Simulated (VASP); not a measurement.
# Hf3SiMo (Pm-3m) in VASP: notebook, part 2 of 2

VASP 6.6.1. Earlier steps stand in the parts before.

## 5. Relaxation of cell and atoms, PBE

INCAR

```
ALGO = Normal
EDIFF = 1E-7
EDIFFG = -0.04
ENCUT = 600
GGA = PE
IBRION = 2
ISIF = 3
ISMEAR = 0
LASPH = T
LCHARG = F
LREAL = F
LWAVE = F
NELM = 100
NSW = 90
PREC = Accurate
SIGMA = 0.1
```

KPOINTS

```
k-points
0
Gamma
  4 4 4
```

POSCAR

```
Hf3SiMo
1.0
    4.4678130600      0.0000000000      0.0000000000
    0.0000000000      4.4678130600      0.0000000000
    0.0000000000      0.0000000000      4.4678130600
Hf Si Mo
3 1 1
Direct
    0.0000000000      0.5000000000      0.5000000000
    0.5000000000      0.0000000000      0.5000000000
    0.5000000000      0.5000000000      0.0000000000
    0.5000000000      0.5000000000      0.5000000000
    0.0000000000      0.0000000000      0.0000000000
```

Launch:

```
$ cat potpaw_PBE.64/Hf_pv/POTCAR potpaw_PBE.64/Si/POTCAR potpaw_PBE.64/Mo_sv/POTCAR > POTCAR
$ mpirun -np 1 vasp_std > vasp.out
```

Wall time 88 s (1 thread of Intel Xeon 6975P-C (Granite Rapids), shared host); peak memory 0.22 GiB.

The run converged. Its results:

| Item | Value |
| --- | --- |
| Free energy | -42.8278 eV |
| Relaxed volume | 22.40 Å³/atom |
| Relaxed cell | a = 4.820 Å, b = 4.820 Å, c = 4.820 Å, α = 90.00°, β = 90.00°, γ = 90.00° |
| Space group after relaxing (to 0.1 Å) | Pm-3m (No. 221) |
| Energy gained by relaxing | 469.9 meV/atom |
| Ionic steps | 5 |
| Pressure after relaxing | 0.1 GPa |
| Band gap on the k mesh | zero (bands 24 and 25 overlap by 0.53 eV) |

The path:
```
step  energy change (eV)  largest force (eV/Å)  pressure (GPa)  volume (Å³)
   1              0.0000                0.0000           38.85        89.18
   2              1.3040                0.0000          -19.26       157.47
   3             -2.3372                0.0000           -1.94       114.11
   4             -2.3491                0.0000           -0.39       112.50
   5             -2.3495                0.0000            0.13       112.00
```

Final structure:
```
Hf Si Mo
1.0
     4.82027    0.00000    0.00000
     0.00000    4.82027    0.00000
     0.00000    0.00000    4.82027
Hf Si Mo
3 1 1
Direct
  0.00000 0.50000 0.50000
  0.50000 0.00000 0.50000
  0.50000 0.50000 0.00000
  0.50000 0.50000 0.50000
  0.00000 0.00000 0.00000
```

Levels at points of the mesh, in eV from the Fermi level:
```tsv
k point	band 22	band 23	band 24	band 25	band 26	band 27
(0.00, 0.00, 0.00)	-0.42	-0.42	0.48	0.48	0.48	1.88
(0.50, 0.00, 0.00)	-0.70	-0.41	-0.41	0.49	0.58	0.58
(0.50, 0.50, 0.00)	-0.53	-0.53	-0.34	0.24	0.48	1.68
(0.50, 0.50, 0.50)	0.16	0.16	0.37	0.37	0.37	1.45
```

Caveat: the volume moved by over 15 % at a fixed basis, so the end points are rough; spin-orbit coupling is left out, which moves the levels of the heavy elements.

## 6. Single point, PBE, collinear spin

This run uses another cell than the first one, of 22.38 Å³/atom.

INCAR

```
SYSTEM = Hf3SiMo
PREC     = Accurate       ! precision mode
ENCUT    = 520            ! plane-wave cutoff, eV
EDIFF    = 1E-7           ! SCF threshold, eV
ISMEAR   = 0              ! smearing method
SIGMA    = 0.1            ! smearing width, eV
LREAL    = .False.        ! projectors in reciprocal space
LASPH    = .True.         ! aspherical terms in the spheres
NELM     = 150            ! most SCF steps
ALGO     = Fast           ! electronic algorithm
ISIF     = 2              ! what is computed and relaxed
LWAVE    = .False.        ! write WAVECAR
LCHARG   = .True.         ! write CHGCAR
ISPIN    = 2              ! spin polarisation
MAGMOM   = 0 0 0 0 1      ! initial moments
LORBIT   = 11             ! projections on sites
LMAXMIX  = 4              ! l up to which the mixer works
GGA      = PE             ! functional
LELF     = .True.         ! ELF
LVHAR    = .True.       
NBANDS   = 36             ! bands
```

KPOINTS

```
regular mesh
0
Gamma
  4 4 4
  0 0 0
```

Changes to POSCAR since step 5:

```diff
@@ -2,5 +2,5 @@
 1.0
-    4.4678130600      0.0000000000      0.0000000000
-    0.0000000000      4.4678130600      0.0000000000
-    0.0000000000      0.0000000000      4.4678130600
+    4.8186678638      0.0000000000      0.0000000000
+    0.0000000000      4.8186678638      0.0000000000
+    0.0000000000      0.0000000000      4.8186678638
 Hf Si Mo
```

Potentials or basis: VASP PAW PBE potentials, release 64 (Hf_pv, Si, Mo_sv).

Launch:

```
$ cat potpaw_PBE.64/Hf_pv/POTCAR potpaw_PBE.64/Si/POTCAR potpaw_PBE.64/Mo_sv/POTCAR > POTCAR
$ mpirun -np 1 vasp_std > vasp.out
```

Run time: 73 s. Hardware: 1 thread of Intel Xeon 6975P-C (Granite Rapids), shared host; peak memory 0.27 GiB.

It converged, with:

| Quantity | Value |
| --- | --- |
| Free energy | -42.8324 eV |
| Pressure | 0.2 GPa |
| Band gap on the k mesh | zero (filled and empty bands overlap) |
| Net moment | 0.00 μB per cell |
| Valence electrons inside the program's atomic spheres | Hf 8.33; Si 2.03; Mo 11.94 |

Levels at points of the mesh, in eV from the Fermi level:
Spin up:
```
           k point  band 22  band 23  band 24  band 25  band 26  band 27
(0.00, 0.00, 0.00)    -0.42    -0.42     0.48     0.48     0.48     1.88
(0.50, 0.00, 0.00)    -0.70    -0.41    -0.41     0.49     0.58     0.58
(0.50, 0.50, 0.00)    -0.53    -0.53    -0.34     0.24     0.48     1.48
(0.50, 0.50, 0.50)     0.16     0.16     0.37     0.37     0.37     1.45
```
Spin down:
| k point | band 21 | band 22 | band 23 | band 24 | band 25 | band 26 | band 27 | band 28 |
| --- | --- | --- | --- | --- | --- | --- | --- | --- |
| (0.00, 0.00, 0.00) | -0.42 | -0.42 | -0.42 | 0.48 | 0.48 | 0.48 | 1.88 | 1.88 |
| (0.50, 0.00, 0.00) | -0.93 | -0.70 | -0.41 | -0.41 | 0.49 | 0.58 | 0.58 | 1.63 |
| (0.50, 0.50, 0.00) | -0.80 | -0.53 | -0.53 | -0.34 | 0.24 | 0.48 | 1.48 | 1.48 |
| (0.50, 0.50, 0.50) | -0.76 | 0.16 | 0.16 | 0.37 | 0.37 | 0.37 | 1.45 | 1.45 |

Caveat: spin-orbit coupling is left out, which moves the levels of the heavy elements.

## 7. Relaxation of cell and atoms, PBE

This run uses another cell than the first one, of 22.38 Å³/atom.

INCAR

```
SYSTEM = Hf3SiMo
PREC = Accurate
ENCUT = 600
EDIFF = 1E-6
ISMEAR = 0
SIGMA = 0.1
LREAL = .False.
LASPH = .True.
NELM = 60
ALGO = Fast
ISIF = 3
LWAVE = .False.
LCHARG = .False.
GGA = PE
IBRION = 2
NSW = 100
EDIFFG = -0.01
```

KPOINTS

```
Automatic mesh
0
Gamma
  8 8 8
  0 0 0
```

POSCAR is that of step 6.

Launch:

```
$ cat potpaw_PBE.64/Hf_pv/POTCAR potpaw_PBE.64/Si/POTCAR potpaw_PBE.64/Mo_sv/POTCAR > POTCAR
$ mpirun -np 1 vasp_std > vasp.out
```

Wall time 2.8 min (1 thread of Intel Xeon 6975P-C (Granite Rapids), shared host); peak memory 0.34 GiB.

The run converged. Its results:

```yaml
Free_energy: -42.8663 eV
Relaxed_volume: 22.40 Å³/atom
Relaxed_cell: a = 4.821 Å, b = 4.821 Å, c = 4.821 Å, α = 90.00°, β = 90.00°, γ = 90.00°
Space_group_after_relaxing_to_0.1_Å: Pm-3m (No. 221)
Energy_gained_by_relaxing: 0.0 meV/atom
Ionic_steps: 3
Pressure_after_relaxing: 0.0 GPa
Band_gap_on_the_k_mesh: zero (bands 24 and 25 overlap by 0.57 eV)
```

Final structure:
```
CELL_PARAMETERS angstrom
4.82059 0.00000 0.00000
0.00000 4.82059 0.00000
0.00000 0.00000 4.82059
ATOMIC_POSITIONS crystal
Hf 0.00000 0.50000 0.50000
Hf 0.50000 0.00000 0.50000
Hf 0.50000 0.50000 0.00000
Si 0.50000 0.50000 0.50000
Mo 0.00000 0.00000 0.00000
```

Levels at points of the mesh, in eV from the Fermi level:
| k point | band 20 | band 21 | band 22 | band 23 | band 24 | band 25 | band 26 | band 27 | band 28 |
| --- | --- | --- | --- | --- | --- | --- | --- | --- | --- |
| (0.00, 0.00, 0.00) | -1.82 | -0.46 | -0.46 | -0.46 | 0.46 | 0.46 | 0.46 | 1.85 | 1.85 |
| (0.50, 0.00, 0.00) | -1.25 | -0.96 | -0.72 | -0.44 | -0.44 | 0.47 | 0.56 | 0.56 | 1.59 |
| (0.50, 0.50, 0.00) | -0.82 | -0.82 | -0.56 | -0.56 | -0.36 | 0.21 | 0.47 | 1.44 | 1.44 |
| (0.50, 0.50, 0.50) | -0.79 | -0.79 | 0.15 | 0.15 | 0.34 | 0.34 | 0.34 | 1.41 | 1.41 |

Caveat: spin-orbit coupling is left out, which moves the levels of the heavy elements.

## 8. The runs side by side

| task | spin | cell | k mesh | cutoff (eV) | gap on the mesh (eV) | pressure (GPa) | relaxed volume (Å³/atom) |
| --- | --- | --- | --- | --- | --- | --- | --- |
| single point | off | a = 4.468 Å, 5 atoms | 4 × 4 × 4 | 520 | none | 38.9 | - |
| single point | off | a = 4.819 Å, 5 atoms | 4 × 4 × 4 | 520 | none | 0.2 | - |
| single point | off | a = 4.822 Å, 5 atoms | 8 × 8 × 8 | 520 | none | 0.0 | - |
| relaxation of cell and atoms | off | relaxed from a = 4.468 Å, 5 atoms | 4 × 4 × 4 | 600 | none | 0.1 | 22.40 |
| single point | collinear | a = 4.819 Å, 5 atoms | 4 × 4 × 4 | 520 | none | 0.2 | - |
| relaxation of cell and atoms | off | relaxed from a = 4.819 Å, 5 atoms | 8 × 8 × 8 | 600 | none | 0.0 | 22.40 |

Alike in all rows: level PBE; potentials or basis VASP PAW PBE potentials, release 64 (Hf_pv, Si, Mo_sv); smearing gaussian 0.1 eV.

Caveats: spin-orbit coupling is left out, which moves the levels of the heavy elements; the cell stands under pressure (at least some runs); the volume moved by over 15 % at a fixed basis, so the end points are rough (at least some runs).

Total energies depend on the potentials used, so only differences within one code and one set of settings carry meaning.
